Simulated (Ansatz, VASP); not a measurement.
One calculation of BaTiO3, two programs

```xyz
5
Lattice="3.9501 0.0000 0.0000 0.0000 2.8288 2.8389 0.0000 -2.8288 2.8389" Properties=species:S:1:pos:R:3 pbc="T T T"
Ba    0.0000    0.0000    0.0403
Ti    1.9750    0.0000    2.9520
O     0.0000    0.0000    2.7900
O     1.9750   -1.3890    4.1973
O     1.9750    1.3890    4.1973
```

Alike in both runs: functional PBEsol; k mesh 6 × 6 × 6; no spin polarisation.

Ansatz relaxed the structure, and its values are those at the end. VASP's run is a single point on that final structure, the one shown.

|  | VASP | Ansatz |
| --- | --- | --- |
| version | VASP 6.6.1 | Ansatz 0.2.0 |
| potentials or method | VASP PAW PBE potentials, release 64 (Ba_sv, Ti_sv, O), cutoff 520 eV | plane waves, PAW |
| occupations | methfessel-paxton of order 1, width 0.01 eV | cold, width 0.01 eV |
| valence electrons in the cell | 40 | 40 |

```csv
,VASP,Ansatz,Ansatz less VASP
pressure (GPa),1.9,0.0,-1.94
rms of the force components (eV/Å),0.024,0.000,-0.0235
```

VASP's potentials were made for PBE, not for PBEsol.

Spin-orbit coupling is off throughout.
